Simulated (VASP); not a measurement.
# P (R-3m) in VASP: single point with PBE

Aim: the single point of P with PBE.

Everything below comes from runs of VASP 6.6.1. Logs are shortened: lines on timing, memory, paths and dates and some standing lists are left out, and cuts for length are marked.

## (1) The cell of the first run

The structure is trigonal, space group R-3m (No. 166). Conventional cell: a = 3.395 Å, b = 3.395 Å, c = 9.443 Å, α = 90.00°, β = 90.00°, γ = 120.00°. P (site symmetry 3m) has 6 P at 2.27 to 2.80 Å within 3.0 Å.

## (2) Single point, PBE (As replaced by P, lengths x 0.939, strained)

INCAR

```
PREC     = Accurate       # precision mode
ENCUT    = 520            # plane-wave cutoff, eV
EDIFF    = 1E-7           # SCF threshold, eV
ISMEAR   = 0              # smearing method
SIGMA    = 0.1            # smearing width, eV
LREAL    = False          # projectors in reciprocal space
LASPH    = True           # aspherical terms in the spheres
NELM     = 80             # most SCF steps
ALGO     = Normal         # electronic algorithm
ISIF     = 2              # what is computed and relaxed
LWAVE    = False          # write WAVECAR
LCHARG   = False          # write CHGCAR
GGA      = PE             # functional
NBANDS   = 12             # bands
```

KPOINTS

```
Automatic mesh
0
Gamma
  15 15 15
```

POSCAR

```
P
1.0
    1.6974069678      0.9799983698      3.1476377144
   -1.6974069678      0.9799983698      3.1476377144
    0.0000000000     -1.9599967395      3.1476377144
P
2
Direct
    0.2275400000      0.2275400000      0.2275400000
    0.7724600000      0.7724600000      0.7724600000
```

Potentials or basis: VASP PAW PBE potentials, release 64 (P).

On the command line:

```bash
> cat potpaw_PBE.64/P/POTCAR > POTCAR
> mpirun -np 1 vasp_std > vasp.out
```

OUTCAR:

```text
PREC = Accurate
   ENCUT = 520
   EDIFF = 1E-7
   ISMEAR = 0
   LREAL = False
   LASPH = True
   NELM = 80
   ISIF = 2
   GGA = PE

 ion  position               nearest neighbor table
   1  0.228  0.228  0.228-   2 2.27   2 2.27   2 2.27   2 2.80   2 2.80   2 2.80
   2  0.772  0.772  0.772-   1 2.27   1 2.27   1 2.27   1 2.80   1 2.80   1 2.80

  LATTYP: Found a trigonal (rhomboedric) cell.
 ALAT       =     3.7079927724
 COS(alpha) =     0.5808936906

  Lattice vectors:

 A1 = (   1.6974069678,   0.9799983698,   3.1476377144)
 A2 = (  -1.6974069678,   0.9799983698,   3.1476377144)
 A3 = (   0.0000000000,  -1.9599967395,   3.1476377144)

Analysis of symmetry for initial positions (statically):
=====================================================================
 Subroutine PRICEL returns:
 Original cell was already a primitive cell.

 Routine SETGRP: Setting up the symmetry group for a
 trigonal (rhombohedral) supercell.

 Subroutine GETGRP returns: Found 12 space group operations
 (whereof 12 operations were pure point group operations)
 out of a pool of 12 trial point group operations.

The static configuration has the point symmetry D_3d.

Analysis of symmetry for dynamics (positions and initial velocities):
=====================================================================
 Subroutine PRICEL returns:
 Original cell was already a primitive cell.

 Routine SETGRP: Setting up the symmetry group for a
 trigonal (rhombohedral) supercell.

 Subroutine GETGRP returns: Found 12 space group operations
 (whereof 12 operations were pure point group operations)
 out of a pool of 12 trial point group operations.

The dynamic configuration has the point symmetry D_3d.

 Subroutine INISYM returns: Found 12 space group operations
 (whereof 12 operations are pure point group operations),
 and found     1 'primitive' translations

----------------------------------------------------------------------------------------

                                     Primitive cell

  volume of cell :      31.4157

  direct lattice vectors                    reciprocal lattice vectors
     1.697406968  0.979998370  3.147637714     0.294566954  0.170068310  0.105899523
    -1.697406968  0.979998370  3.147637714    -0.294566954  0.170068310  0.105899523
     0.000000000 -1.959996739  3.147637714     0.000000000 -0.340136620  0.105899523

  length of vectors
     3.707992772  3.707992772  3.707992772     0.356240971  0.356240971  0.356240971
[... 89 lines left out ...]
   POTIM  = 0.5000    time-step for ionic-motion
   TEBEG  =    0.0;   TEEND  =   0.0 temperature during run
   PSTRESS=    0.0 pullay stress
   NELECT =      10.0000    total number of electrons
   NUPDOWN=      -1.0000    fix difference up-down
   EMIN   =  10.00;   EMAX   =-10.00  energy-range for DOS
   EFERMI =   0.00;   METHOD = LEGACY
   ISMEAR =     0;   SIGMA  =   0.10  broadening in eV -4-tet -1-fermi 0-gaus
   EFERMI_NEDOS =   21; number of points for ismear=-14 and -15
   IALGO  =     38    algorithm
   IMIX   =      4    mixing-type and parameters
     AMIX     =   0.40;   BMIX     =  1.00
     AMIX_MAG =   1.60;   BMIX_MAG =  1.00
  volume/ion in A,a.u.               =      15.71       106.00
  Fermi-wavevector in a.u.,A,eV,Ry     =   1.117787  2.112311 16.999769  1.249448
  Thomas-Fermi vector in A             =   2.254413
   LORBIT       =      0    0 simple, 1 ext, 2 COOP (PROOUT), +10 PAW based schemes
   GGA     = PE    functional components
   LHFCALC =     F    Hartree Fock is set to
   AEXX    =    0.0000 exact exchange contribution
   IVDW    =     0    specifies the selected vdW correction
   LEPSILON=     F    determine dielectric tensor
   LRPA    =     F    only Hartree local field effects (RPA)
 non-spin polarized calculation
 Gauss-broadening in eV      SIGMA  =   0.10
  energy-cutoff  :      520.00
  volume of cell :       31.42
 maximum number of plane-waves:       859
   NGX = 13   NGY = 13   NGZ = 13

 number of electron      10.0000000 magnetization

 Free energy of the ion-electron system (eV)
  ---------------------------------------------------
  ext. energy  EPLUGINS =         0.00000000
  ---------------------------------------------------
  free energy    TOTEN  =       -10.62626424 eV

  energy without entropy =      -10.62483767  energy(sigma->0) =      -10.62555096

 E-fermi :   9.3482     XC(G=0): -10.8719

 val. band max:        9.3252081144   @ k =   0.4667   0.4000   0.4000
 cond. band min:       9.3591786235   @ k =   0.4667   0.4667   0.4667
 fundamental gap:      0.0339705091
 Fermi energy:         9.3481576587

 k-point     1 :       0.0000    0.0000    0.0000
  band No.  band energies     occupation
      1      -7.4593      2.00000
      2       5.7425      2.00000
      3       5.8743      2.00000
      4       6.5318      2.00000
      5       6.5318      2.00000
      6      10.8196      0.00000
      7      12.0501      0.00000
      8      12.0501      0.00000
      9      15.2399      0.00000
     10      15.2399      0.00000
     11      16.5055      0.00000
     12      16.5074      0.00000
[... 331 lines left out ...]
 k-point    24 :       0.2000    0.1333   -0.0000
  band No.  band energies     occupation
      1      -6.8368      2.00000
      2       3.0548      2.00000
      3       4.8082      2.00000
      4       5.6299      2.00000
      5       8.1761      2.00000
      6      10.4595      0.00000
      7      11.6733      0.00000
      8      12.9295      0.00000
      9      14.0596      0.00000
     10      15.2856      0.00000
     11      16.6732      0.00000
     12      18.0635      0.00000

 [... further k-points ...]

------------------------ aborting loop because EDIFF is reached ----------------------------------------

  FORCE on cell =-STRESS in cart. coord.  units (eV):
  Direction    XX          YY          ZZ          XY          YZ          ZX
  --------------------------------------------------------------------------------------
  -------------------------------------------------------------------------------------
  Total        1.1164084      1.1164084      0.3737052      0.0000000      0.0000000      0.0000000
  in kB       56.9359233     56.9359233     19.0586613      0.0000000      0.0000000      0.0000000
  external PRESSURE =      44.3101693 kB  Pullay stress =       0.0000000 kB

 VOLUME and BASIS-vectors are now :
 -----------------------------------------------------------------------------
  energy-cutoff  :      520.00
  volume of cell :       31.42
      direct lattice vectors                 reciprocal lattice vectors
     1.697406968  0.979998370  3.147637714     0.294566954  0.170068310  0.105899523
    -1.697406968  0.979998370  3.147637714    -0.294566954  0.170068310  0.105899523
     0.000000000 -1.959996739  3.147637714     0.000000000 -0.340136620  0.105899523

 POSITION                                       TOTAL-FORCE (eV/Angst)
 -----------------------------------------------------------------------------------
      0.00000      0.00000      2.14864         0.000000      0.000000      0.301269
      0.00000      0.00000      7.29427         0.000000     -0.000000     -0.301269
 -----------------------------------------------------------------------------------
    total drift:                                0.000000      0.000000     -0.000000

  FREE ENERGIE OF THE ION-ELECTRON SYSTEM (eV)
  ---------------------------------------------------
  free  energy   TOTEN  =       -10.6262642418 eV

  energy  without entropy=      -10.6248376698  energy(sigma->0) =      -10.62555096
```

stdout:

```text
POSCAR found type information on POSCAR P
 POSCAR found :  1 types and       2 ions
 scaLAPACK will be used
 LDA part: xc-table for (Slater+PW92), standard interpolation
 POSCAR, INCAR and KPOINTS ok, starting setup
 FFT: planning ... GRIDC
 FFT: planning ... GRID_SOFT
 FFT: planning ... GRID
 WAVECAR not read
 entering main loop
```

Run time: 1.9 min. Hardware: 1 thread of Intel Xeon Platinum 8259CL at 2.50GHz (Skylake/Cascade Lake), shared host; peak memory 0.22 GiB.

What came out:

```
Free energy            : -10.6263 eV
Pressure               : 4.4 GPa
Largest force          : 0.301 eV/Å
Band gap on the k mesh : zero (band 5 reaches 10.03 eV, above the bottom of band 6 at 9.16 eV)
```

Forces in eV/Å, atoms in the order of the input:
```
P    0.000  0.000  0.301
P    0.000  0.000 -0.301
```

Caveat: the cell differs from its parent crystal (As replaced by P, lengths x 0.939, strained).
